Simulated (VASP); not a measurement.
# Si2Mo (P2_1/m) in VASP: single point with PBE

Aim: the single point of Si2Mo with PBE.

All numbers are computed with VASP 6.6.1; they aren't measurements. Logs are shortened: lines on timing, memory, paths and dates and some standing lists are left out, and cuts for length are marked.

## Step 1: The cell of the first run

It takes space group P2_1/m (No. 11, monoclinic). Conventional cell: a = 3.217 Å, b = 3.217 Å, c = 15.759 Å, α = 90.00°, β = 92.34°, γ = 90.00°. Si (site symmetry m) has 9 Si at 2.60 to 3.22 Å and 5 Mo at 2.62 to 2.64 Å within 3.4 Å. Si (site symmetry m) has 9 Si at 2.31 to 3.22 Å and 5 Mo at 2.62 to 2.72 Å within 3.3 Å. Si (site symmetry m) has 9 Si at 2.60 to 3.22 Å and 5 Mo at 2.62 to 2.64 Å within 3.4 Å. Si (site symmetry m) has 9 Si at 2.60 to 3.22 Å and 5 Mo at 2.62 to 2.64 Å within 3.4 Å. Mo (site symmetry m) has 10 Si at 2.62 to 2.64 Å and 4 Mo at 3.22 Å within 3.5 Å. Mo (site symmetry m) has 10 Si at 2.62 to 2.72 Å and 4 Mo at 3.22 Å within 3.5 Å.

## Step 2: Single point, PBE (the part above a cut slid along it)

Input file INCAR:

```
PREC = Accurate
ENCUT = 520
EDIFF = 1E-6
ISMEAR = 0
SIGMA = 0.15
LREAL = False
LASPH = True
NELM = 80
ALGO = Fast
ISIF = 2
LWAVE = False
LCHARG = False
GGA = PE
NBANDS = 56
```

Input file KPOINTS:

```
Automatic mesh
0
Gamma
  14 14 3
```

Input file POSCAR:

```
Si2Mo
1.0
   -3.2168473663      0.0000000000      0.0000000000
    0.0000000000     -3.2168473663      0.0000000000
   -0.6433694733      0.0000000000     15.7460400265
Si Mo
8 4
Direct
    0.4414900860      0.5000000000      0.2925495698
    0.9914900860      1.0000000000      0.0425495698
    0.3414900860      0.5000000000      0.7925495698
    0.8914900860      1.0000000000      0.5425495698
    0.4085099140      0.5000000000      0.4574504302
    0.9585099140      1.0000000000      0.2074504302
    0.3085099140      0.5000000000      0.9574504302
    0.8585099140      1.0000000000      0.7074504302
   -0.0750000000      0.0000000000      0.3750000000
    0.4750000000      0.5000000000      0.1250000000
   -0.1750000000      0.0000000000      0.8750000000
    0.3750000000      0.5000000000      0.6250000000
```

Potentials or basis: VASP PAW PBE potentials, release 64 (Si, Mo_sv).

Started as:

```console
$ cat potpaw_PBE.64/Si/POTCAR potpaw_PBE.64/Mo_sv/POTCAR > POTCAR
$ mpirun -np 1 vasp_std > vasp.out
```

OUTCAR:

```text
PREC = Accurate
   ENCUT = 520
   EDIFF = 1E-6
   ISMEAR = 0
   LREAL = False
   LASPH = True
   NELM = 80
   ISIF = 2
   GGA = PE

 ion  position               nearest neighbor table
   1  0.441  0.500  0.293-   5 2.60   9 2.62   9 2.62   9 2.62   9 2.62  10 2.64   6 2.64   6 2.64
                             6 2.64   6 2.64
   2  0.991  0.000  0.043-   7 2.31   7 2.31   6 2.60  10 2.62  10 2.62  10 2.62  10 2.62  11 2.72
                             7 3.07   7 3.07
   3  0.341  0.500  0.793-   7 2.60  11 2.62  11 2.62  11 2.62  11 2.62  12 2.64   8 2.64   8 2.64
                             8 2.64   8 2.64
   4  0.891  0.000  0.543-   8 2.60  12 2.62  12 2.62  12 2.62  12 2.62   9 2.64   5 2.64   5 2.64
                             5 2.64   5 2.64
   5  0.409  0.500  0.457-   1 2.60   9 2.62   9 2.62   9 2.62   9 2.62  12 2.64   4 2.64   4 2.64
                             4 2.64   4 2.64
   6  0.959  0.000  0.207-   2 2.60  10 2.62  10 2.62  10 2.62  10 2.62   9 2.64   1 2.64   1 2.64
                             1 2.64   1 2.64
   7  0.309  0.500  0.957-   2 2.31   2 2.31   3 2.60  11 2.62  11 2.62  11 2.62  11 2.62  10 2.72
                             2 3.07   2 3.07
   8  0.859  0.000  0.707-   4 2.60  12 2.62  12 2.62  12 2.62  12 2.62  11 2.64   3 2.64   3 2.64
                             3 2.64   3 2.64
   9  0.925  0.000  0.375-   5 2.62   5 2.62   1 2.62   1 2.62   1 2.62   1 2.62   5 2.62   5 2.62
                             4 2.64   6 2.64
  10  0.475  0.500  0.125-   2 2.62   2 2.62   6 2.62   6 2.62   6 2.62   6 2.62   2 2.62   2 2.62
                             1 2.64   7 2.72
  11  0.825  0.000  0.875-   3 2.62   3 2.62   7 2.62   7 2.62   7 2.62   7 2.62   3 2.62   3 2.62
                             8 2.64   2 2.72
  12  0.375  0.500  0.625-   4 2.62   4 2.62   8 2.62   8 2.62   4 2.62   8 2.62   4 2.62   8 2.62
                             5 2.64   3 2.64

  LATTYP: Found a simple monoclinic cell.
 ALAT       =     3.2168473663
 B/A-ratio  =     1.0000000000
 C/A-ratio  =     4.8989512118
 COS(beta)  =    -0.0408250647

  Lattice vectors:

 A1 = (  -3.2168473663,   0.0000000000,   0.0000000000)
 A2 = (   0.0000000000,   3.2168473663,   0.0000000000)
 A3 = (   0.6433694733,   0.0000000000, -15.7460400265)

Analysis of symmetry for initial positions (statically):
=====================================================================
 Subroutine PRICEL returns:
 Original cell was already a primitive cell.

 Routine SETGRP: Setting up the symmetry group for a
 simple monoclinic supercell.

 Subroutine GETGRP returns: Found  4 space group operations
 (whereof  2 operations were pure point group operations)
 out of a pool of  4 trial point group operations.

The static configuration has the point symmetry C_1h.
 The point group associated with its full space group is C_2h.

Analysis of symmetry for dynamics (positions and initial velocities):
=====================================================================
 Subroutine PRICEL returns:
 Original cell was already a primitive cell.

 Routine SETGRP: Setting up the symmetry group for a
 simple monoclinic supercell.

 Subroutine GETGRP returns: Found  4 space group operations
 (whereof  2 operations were pure point group operations)
 out of a pool of  4 trial point group operations.

The dynamic configuration has the point symmetry C_1h.
 The point group associated with its full space group is C_2h.

 Subroutine INISYM returns: Found  4 space group operations
 (whereof  2 operations are pure point group operations),
 and found     1 'primitive' translations

----------------------------------------------------------------------------------------

                                     Primitive cell

  volume of cell :     162.9417

  direct lattice vectors                    reciprocal lattice vectors
    -3.216847366  0.000000000  0.000000000    -0.310863366  0.000000000 -0.012701606
     0.000000000 -3.216847366  0.000000000     0.000000000 -0.310863366  0.000000000
    -0.643369473  0.000000000 15.746040026     0.000000000  0.000000000  0.063508031

  length of vectors
     3.216847366  3.216847366 15.759178303     0.311122746  0.310863366  0.063508031

  position of ions in fractional coordinates (direct lattice)
     0.441490086  0.500000000  0.292549570
     0.991490086  0.000000000  0.042549570
     0.341490086  0.500000000  0.792549570
     0.891490086  0.000000000  0.542549570
     0.408509914  0.500000000  0.457450430
     0.958509914  0.000000000  0.207450430
     0.308509914  0.500000000  0.957450430
     0.858509914  0.000000000  0.707450430
     0.925000000  0.000000000  0.375000000
     0.475000000  0.500000000  0.125000000
     0.825000000  0.000000000  0.875000000
     0.375000000  0.500000000  0.625000000

  ion indices of the primitive-cell ions
   primitive index   ion index
                 1           1
                 2           2
                 3           3
                 4           4
                 5           5
                 6           6
                 7           7
                 8           8
                 9           9
                10          10
                11          11
                12          12

----------------------------------------------------------------------------------------

 KPOINTS: Automatic mesh

Automatic generation of k-mesh.
 Grid dimensions read from file:
 generate k-points for:   14   14    3

 Generating k-lattice:

  Cartesian coordinates                     Fractional coordinates (reciprocal lattice)
    -0.022204526  0.000000000 -0.000907258     0.071428571  0.000000000  0.000000000
     0.000000000 -0.022204526  0.000000000     0.000000000  0.071428571  0.000000000
     0.000000000  0.000000000  0.021169344     0.000000000  0.000000000  0.333333333

  Length of vectors
     0.022223053  0.022204526  0.021169344

  Shift w.r.t. Gamma in fractional coordinates (k-lattice)
     0.000000000  0.000000000  0.000000000

 Subroutine IBZKPT returns following result:
 ===========================================

 Found    176 irreducible k-points:

 Following reciprocal coordinates:
            Coordinates               Weight
  0.000000  0.000000  0.000000      1.000000
  0.071429  0.000000 -0.000000      2.000000
  0.142857  0.000000 -0.000000      2.000000
  0.214286  0.000000 -0.000000      2.000000
  0.285714  0.000000 -0.000000      2.000000
  0.357143  0.000000 -0.000000      2.000000
[... 16 lines left out ...]
  0.428571  0.142857 -0.000000      4.000000
  0.500000  0.142857 -0.000000      2.000000
 [... further k-points ...]
   k-points           NKPTS =    176   k-points in BZ     NKDIM =    176   number of bands    NBANDS=     56
   number of dos      NEDOS =    301   number of ions     NIONS =     12
   total plane-waves  NPLWV =  69120
   dimension x,y,z NGX =    24 NGY =   24 NGZ =  120
   dimension x,y,z NGXF=    48 NGYF=   48 NGZF=  240
   ions per type =               8   4
   NGX,Y,Z   is equivalent  to a cutoff of  12.40, 12.40, 12.66 a.u.
   NGXF,Y,Z  is equivalent  to a cutoff of  24.81, 24.81, 25.32 a.u.
 SYSTEM =  unknown system
   PREC   = accura    normal or accurate (medium, high low for compatibility)
   ISTART =      0    job   : 0-new  1-cont  2-samecut
   ICHARG =      2    charge: 1-file 2-atom 10-const
   ISPIN  =      1    spin polarized calculation?
   LNONCOLLINEAR =      F non collinear calculations
   LSORBIT =      F    spin-orbit coupling
   LASPH  =      T    aspherical Exc in radial PAW
   ENCUT  =  520.0 eV  38.22 Ry    6.18 a.u.   5.98  5.98 29.30*2*pi/ulx,y,z
   NELM   =     80;   NELMIN=  2; NELMDL= -5     # of ELM steps
   EDIFF  = 0.1E-05   stopping-criterion for ELM
   LREAL  =      F    real-space projection
[... 7 lines left out ...]
   TEBEG  =    0.0;   TEEND  =   0.0 temperature during run
   PSTRESS=    0.0 pullay stress
   NELECT =      88.0000    total number of electrons
   NUPDOWN=      -1.0000    fix difference up-down
   EMIN   =  10.00;   EMAX   =-10.00  energy-range for DOS
   EFERMI =   0.00;   METHOD = LEGACY
   ISMEAR =     0;   SIGMA  =   0.15  broadening in eV -4-tet -1-fermi 0-gaus
   EFERMI_NEDOS =   21; number of points for ismear=-14 and -15
   IALGO  =     68    algorithm
   IMIX   =      4    mixing-type and parameters
     AMIX     =   0.40;   BMIX     =  1.00
     AMIX_MAG =   1.60;   BMIX_MAG =  1.00
  volume/ion in A,a.u.               =      13.58        91.63
  Fermi-wavevector in a.u.,A,eV,Ry     =   1.333189  2.519361 24.182889  1.777392
  Thomas-Fermi vector in A             =   2.462066
   LORBIT       =      0    0 simple, 1 ext, 2 COOP (PROOUT), +10 PAW based schemes
   GGA     = PE    functional components
   LHFCALC =     F    Hartree Fock is set to
   AEXX    =    0.0000 exact exchange contribution
   IVDW    =     0    specifies the selected vdW correction
   LEPSILON=     F    determine dielectric tensor
   LRPA    =     F    only Hartree local field effects (RPA)
 non-spin polarized calculation
 RMM-DIIS sequential band-by-band and
 Gauss-broadening in eV      SIGMA  =   0.15
  energy-cutoff  :      520.00
  volume of cell :      162.94
 maximum number of plane-waves:      4434
   NGX = 11   NGY = 11   NGZ = 59

 number of electron      88.0000008 magnetization

 Free energy of the ion-electron system (eV)
  ---------------------------------------------------
  ext. energy  EPLUGINS =         0.00000000
  ---------------------------------------------------
  free energy    TOTEN  =       -92.08106249 eV

  energy without entropy =      -92.06730895  energy(sigma->0) =      -92.07418572

 E-fermi :  12.0501     XC(G=0): -12.3633

 val. band max:       12.0393363766   @ k =   0.0000   0.0714   0.3333
 cond. band min:      12.0544006095   @ k =   0.0000   0.0000   0.3333
 fundamental gap:      0.0150642328
 Fermi energy:        12.0501262532

 k-point     1 :       0.0000    0.0000    0.0000
  band No.  band energies     occupation
      1     -48.6791      2.00000
      2     -48.6788      2.00000
      3     -48.6652      2.00000
      4     -48.6650      2.00000
      5     -22.8590      2.00000
      6     -22.8504      2.00000
[... 1405 lines left out ...]
     55      15.4706      0.00000
     56      15.7526      0.00000

 [... further k-points ...]
[... 5 lines left out ...]
  --------------------------------------------------------------------------------------
  -------------------------------------------------------------------------------------
  Total        0.7573649      2.7870125      2.2486791      0.0000000      0.0000000      6.3983859
  in kB        7.4470371     27.4042065     22.1108692      0.0000000      0.0000000     62.9142101
  external PRESSURE =      18.9873709 kB  Pullay stress =       0.0000000 kB

 VOLUME and BASIS-vectors are now :
 -----------------------------------------------------------------------------
  energy-cutoff  :      520.00
  volume of cell :      162.94
      direct lattice vectors                 reciprocal lattice vectors
    -3.216847366  0.000000000  0.000000000    -0.310863366  0.000000000 -0.012701606
     0.000000000 -3.216847366  0.000000000     0.000000000 -0.310863366  0.000000000
    -0.643369473  0.000000000 15.746040026     0.000000000  0.000000000  0.063508031

 POSITION                                       TOTAL-FORCE (eV/Angst)
 -----------------------------------------------------------------------------------
     -1.60842     -1.60842      4.60650        -0.012054      0.000000     -0.082421
     -3.21685      0.00000      0.66999         1.615714      0.000000      1.449335
     -1.60842     -1.60842     12.47952         0.033276      0.000000     -0.024763
     -3.21685      0.00000      8.54301         0.006711      0.000000     -0.015395
     -1.60842     -1.60842      7.20303        -0.006711      0.000000      0.015395
     -3.21685      0.00000      3.26652        -0.033276      0.000000      0.024763
     -1.60842     -1.60842     15.07605        -1.615714      0.000000     -1.449335
     -3.21685      0.00000     11.13954         0.012054      0.000000      0.082421
     -3.21685      0.00000      5.90477        -0.020140      0.000000     -0.006507
     -1.60842     -1.60842      1.96826         1.203869      0.000000      0.135546
     -3.21685      0.00000     13.77779        -1.203869      0.000000     -0.135546
     -1.60842     -1.60842      9.84128         0.020140      0.000000      0.006507
 -----------------------------------------------------------------------------------
    total drift:                                0.000012     -0.000000      0.000000

  FREE ENERGIE OF THE ION-ELECTRON SYSTEM (eV)
  ---------------------------------------------------
  free  energy   TOTEN  =       -92.0810624889 eV

  energy  without entropy=      -92.0673089460  energy(sigma->0) =      -92.07418572
```

It took 44 min on 1 thread of Oxide Virtual Turin-like, shared host; peak memory 1 GiB.

Results:

```yaml
Free_energy: -92.0811 eV
Pressure: 1.9 GPa
Largest_force: 2.171 eV/Å
Band_gap_on_the_k_mesh: zero (bands 44 and 45 overlap by 0.65 eV)
```

Forces in eV/Å, atoms in the order of the input:
```
Si  -0.012  0.000 -0.082
Si   1.616  0.000  1.449
Si   0.033  0.000 -0.025
Si   0.007  0.000 -0.015
Si  -0.007  0.000  0.015
Si  -0.033  0.000  0.025
Si  -1.616  0.000 -1.449
Si   0.012  0.000  0.082
Mo  -0.020  0.000 -0.007
Mo   1.204  0.000  0.136
Mo  -1.204  0.000 -0.136
Mo   0.020  0.000  0.007
```

Levels at points of the mesh, in eV from the Fermi level:
| k point | band 42 | band 43 | band 44 | band 45 | band 46 | band 47 |
| --- | --- | --- | --- | --- | --- | --- |
| (0.00, 0.00, 0.00) | -0.23 | 0.38 | 0.42 | 0.45 | 0.49 | 0.97 |
| (0.50, 0.00, 0.00) | -0.65 | -0.51 | -0.40 | 1.53 | 1.97 | 2.04 |
| (0.00, 0.50, 0.00) | -0.60 | -0.45 | -0.45 | 1.80 | 1.80 | 2.18 |
| (0.50, 0.50, 0.00) | -1.67 | -1.00 | -1.00 | 0.24 | 0.24 | 2.27 |

Caveat: the cell differs from its parent crystal (the part above a cut slid along it); forces of over 1 eV/Å act on the atoms, so gaps and moduli don't describe the material at rest.
